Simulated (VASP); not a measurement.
Runs of VASP 6.6.1 on SnTe. The structure is that of space group F-43m (No. 216), or close to it. The cells are those of the table. 

| task | level | potentials or basis | cell | cutoff (eV) | gap on the mesh (eV) | pressure (GPa) | relaxed volume (Å³/atom) |
| --- | --- | --- | --- | --- | --- | --- | --- |
| single point | PBEsol | VASP PAW PBE potentials, release 64 (Sn_d, Te) | a = 5.015 Å, angles 60.0°, 2 atoms | 500 | (b) | (a) | - |
| relaxation of cell and atoms | r2SCAN | VASP PAW PBE potentials, release 64 (Sn_d, Te) | relaxed from a = 5.104 Å, angles 60.0°, 2 atoms | 550 | 0.30 | 0.0 | 46.04 |
| single point | r2SCAN | VASP PAW PBE potentials, release 64 (Sn_d, Te) | a = 5.069 Å, angles 60.0°, 2 atoms | 550 | 0.30 | 0.0 | - |
| single point | LDA | VASP PAW LDA potentials, release 64 (Sn_d, Te) | a = 4.953 Å, angles 60.0°, 2 atoms | 500 | none | 0.0 | - |
| relaxation of cell and atoms | PBE | VASP PAW PBE potentials, release 64 (Sn_d, Te) | relaxed from a = 4.503 Å, angles 60.0°, 2 atoms | 500 | 0.27 | 0.0 | 46.95 |
| single point | PBE | VASP PAW PBE potentials, release 64 (Sn_d, Te) | a = 5.104 Å, angles 60.0°, 2 atoms | 500 | 0.27 | 0.0 | - |
| relaxation of cell and atoms | LDA | VASP PAW LDA potentials, release 64 (Sn_d, Te) | relaxed from a = 5.104 Å, angles 60.0°, 2 atoms | 500 | none | 0.0 | 43.04 |

Alike in all rows: no spin polarisation; k mesh 6 × 6 × 6; smearing fermi-dirac 0.02 eV.

Task: Fill in the values left out.

Result: (a) -0.1; (b) 0.09.

Caveats: spin-orbit coupling is left out, which moves the levels of the heavy elements; the PAW data sets were made with another functional, which shifts forces and pressure a little (some runs); the volume moved by over 15 % at a fixed basis, so the end points are rough (some runs).

A k mesh can miss the band edges, and the runs leave out spin-orbit coupling on Sn, Te.

A gap of «none» marks levels without a gap at the run's occupations.
